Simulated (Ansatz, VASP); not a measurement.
# One calculation of Pt, two programs

INCAR

```
PREC = Accurate
ENCUT = 600
EDIFF = 1E-6
ISMEAR = -1
SIGMA = 0.05
LREAL = False
LASPH = True
NELM = 80
ALGO = Normal
ISIF = 3
LWAVE = False
LCHARG = False
GGA = CA
IBRION = 2
NSW = 45
EDIFFG = -0.005
```

File KPOINTS:

```
regular mesh
0
Gamma
  19 19 19
```

Contents of POSCAR:

```
Pt
1.0
   -1.5511364072      1.5511364072      1.5511364072
    1.5511364072     -1.5511364072      1.5511364072
    1.5511364072      1.5511364072     -1.5511364072
Pt
1
Direct
    0.0000000000      0.0000000000      0.0000000000
```

Input for Ansatz:

```yaml
crystal:
  lattice:
    - [-1.5511364072, 1.5511364072, 1.5511364072]
    - [1.5511364072, -1.5511364072, 1.5511364072]
    - [1.5511364072, 1.5511364072, -1.5511364072]
  atoms:
    - { symbol: Pt, position: [0.0, 0.0, 0.0] }
kpoints:
  mp_grid: { grid: [19, 19, 19] }
scf:
  occupations: { method: fermi_dirac, width: 0.05 }
hamiltonian:
  xc: lda
  pseudopotentials:
    kind: all_electron
    lapw: { basis_error: 0.0005 }
    relativity: none
output:
  forces: true
  stress: true
  eigenvalues: true
  populations: true
relax:
  f_tol: 0.005
  max_steps: 25
  cell: {}
```

Alike in both runs: task relaxation of cell and atoms; functional LDA; k mesh 19 × 19 × 19; occupations fermi-dirac, width 0.05 eV; no spin polarisation.

|  | VASP | Ansatz |
| --- | --- | --- |
| version | VASP 6.6.1 | Ansatz 0.2.0 |
| potentials or method | VASP PAW LDA potentials, release 64 (Pt), cutoff 600 eV | all-electron LAPW, non-relativistic |

Ansatz gave:

| Quantity | Value |
| --- | --- |
| relaxed volume (Å³/atom) | 16.91 |
| relaxed cell length with the largest relative difference (Å) | 2.801 |

Question: Estimate VASP's values.

Answer: Relaxed volume (Å³/atom): 14.97; relaxed cell length with the largest relative difference (Å): 2.689.

LDA's correlation is that of Perdew and Zunger in VASP and of Perdew and Wang (1992) in Ansatz. Ansatz ran all-electron here, and VASP with PAW potentials.

Spin-orbit coupling is off throughout.
